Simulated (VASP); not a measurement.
Set up this calculation in VASP 6.6.1, as the native input.

```yaml
Task: single point
Functional: PBE
Potentials_or_basis: VASP PAW PBE potentials, release 64 (Cu)
Cutoff: 520 eV
k_mesh: 12 × 12 × 12
Occupations: fermi-dirac, width 0.1 eV
Spin: no spin polarisation
Dipole_correction: no
Further_INCAR_settings: ALGO = Normal; EDIFF = 1e-06; NBANDS = 18
```

The structure of Cu lies in POSCAR:

```
Cu
1.0
    0.0000000000      2.6752136115      2.6752136115
    2.6752136115      0.0000000000      2.6752136115
    2.6752136115      2.6752136115      0.0000000000
Cu
2
Direct
    0.1250000000      0.1250000000      0.1250000000
    0.8750000000      0.8750000000      0.8750000000
```

These files were run (other wordings do the same):

INCAR

```
PREC = Accurate
ENCUT = 520
EDIFF = 1E-6
ISMEAR = -1
SIGMA = 0.1
LREAL = F
LASPH = T
NELM = 60
ALGO = Normal
ISIF = 2
LWAVE = F
LCHARG = F
GGA = PE
NBANDS = 18
```

KPOINTS

```
regular mesh
0
Gamma
  12 12 12
```

Potentials or basis: VASP PAW PBE potentials, release 64 (Cu).

Launch:

```console
$ cat potpaw_PBE.64/Cu/POTCAR > POTCAR
$ mpirun -np 1 vasp_std > vasp.out
```

It gave:

```json
{
  "Pressure": "0.0 GPa",
  "Band gap on the k mesh": "zero (band 11 reaches 3.38 eV, above the bottom of band 12 at 2.39 eV)"
}
```

It took 68 s on 1 thread of Intel Xeon 8259CL (shared host), peak memory 0.18 GiB.
